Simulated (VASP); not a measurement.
Input of a VASP 6.6.1 run:

Contents of INCAR:

```
SYSTEM = Al14CN16
ALGO     = Normal         ! electronic algorithm
EDIFF    = 1E-7           ! SCF threshold, eV
ENCUT    = 520            ! plane-wave cutoff, eV
GGA      = PE             ! functional
ISIF     = 2              ! what is computed and relaxed
ISMEAR   = 0              ! smearing method
LASPH    = .True.         ! aspherical terms in the spheres
LCHARG   = .True.         ! write CHGCAR
LELF     = .True.         ! ELF
LREAL    = Auto         
LVHAR    = .True.       
LWAVE    = .False.        ! write WAVECAR
NBANDS   = 84             ! bands
NELECT   = 128.0        
NELM     = 80             ! most SCF steps
PREC     = Accurate       ! precision mode
SIGMA    = 0.01           ! smearing width, eV
```

Contents of KPOINTS:

```
Automatic mesh
0
Gamma
  1 1 1
  0.25 0.25 0.25
```

Contents of POSCAR:

```
Al14CN16
1.0
    6.2595139128      0.0000000578      0.0000000000
   -3.1297570064      5.4208980350      0.0000000000
    0.0000000000      0.0000000000     10.0348065929
C N Al
1 16 14
Direct
    0.3810373572      0.2473804982      0.2696050067
    0.3572849853      0.1822657437      0.3968436401
    0.2101063637      0.3097209257      0.1992548755
    0.3282160165      0.1502000077      0.9415846337
    0.1672249013      0.3328028446      0.7126232364
    0.3479675074      0.7044944349      0.4397034497
    0.1207273831      0.7371617744      0.1792781921
    0.3378245596      0.6691790972      0.9380790041
    0.1667307601      0.8403156091      0.6824240331
    0.8306143955      0.1714080154      0.4404423881
    0.6137456545      0.3159902295      0.1994763070
    0.8324691988      0.1746186997      0.9509693636
    0.6621709812      0.3333622938      0.6848622092
    0.8311850969      0.6771985119      0.4385645731
    0.6718818211      0.8344457456      0.1886104847
    0.8240996874      0.6610980920      0.9363500082
    0.6687041740      0.8394944087      0.6928199176
    0.3282391526      0.1688616887      0.7491053757
    0.1774055076      0.3318023044      0.9956302890
    0.3353836795      0.6611493329      0.2615020582
    0.1709195159      0.8488362288      0.4865567447
    0.3291265339      0.6639491886      0.7413023117
    0.1587437131      0.8142620618      1.0029076924
    0.8431567157      0.1611219214      0.2630956738
    0.6807459714      0.3394804084      0.4917256020
    0.8393097850      0.1759802184      0.7471748906
    0.6544028065      0.3292866533      1.0062543065
    0.8298893671      0.6663224018      0.2522206292
    0.6667093545      0.8496245528      0.4992115607
    0.8307356598      0.6698031849      0.7447062647
    0.6662304613      0.8348532101      0.9998997702
```

Potentials or basis: VASP PAW PBE potentials, release 64 (C, N, Al).

Command:

```bash
$ cat potpaw_PBE.64/C/POTCAR potpaw_PBE.64/N/POTCAR potpaw_PBE.64/Al/POTCAR > POTCAR
$ mpirun -np 1 vasp_std > vasp.out
```

**Question.** Estimate the largest force.

**Answer.** 0.325 eV/Å.

Forces in eV/Å, atoms in the order of the input:
```
C   -0.145 -0.017  0.120
N    0.042 -0.153  0.041
N   -0.031 -0.142 -0.056
N    0.235 -0.060  0.066
N   -0.218  0.135 -0.060
N    0.122 -0.083 -0.061
N    0.152  0.157 -0.052
N    0.186 -0.112 -0.084
N   -0.155  0.082  0.110
N    0.153 -0.078 -0.041
N   -0.142  0.291 -0.015
N    0.124 -0.143 -0.039
N   -0.158  0.088  0.121
N    0.102  0.024  0.057
N   -0.204 -0.008 -0.055
N    0.147 -0.064 -0.037
N   -0.187  0.118 -0.136
Al   0.145 -0.089  0.007
Al  -0.112  0.059 -0.001
Al   0.064  0.077  0.022
Al  -0.044  0.079  0.022
Al   0.090 -0.070 -0.008
Al  -0.119  0.065 -0.001
Al   0.074 -0.074  0.023
Al  -0.089  0.013  0.045
Al   0.114 -0.061 -0.009
Al  -0.112  0.061 -0.054
Al   0.001 -0.129 -0.001
Al  -0.102  0.052  0.038
Al   0.163 -0.081  0.008
Al  -0.095  0.066  0.029
```

Caveat: the k points lie up to 1.16 Å⁻¹ apart; the cell carries a net charge on a neutralising background, which shifts energy and pressure.
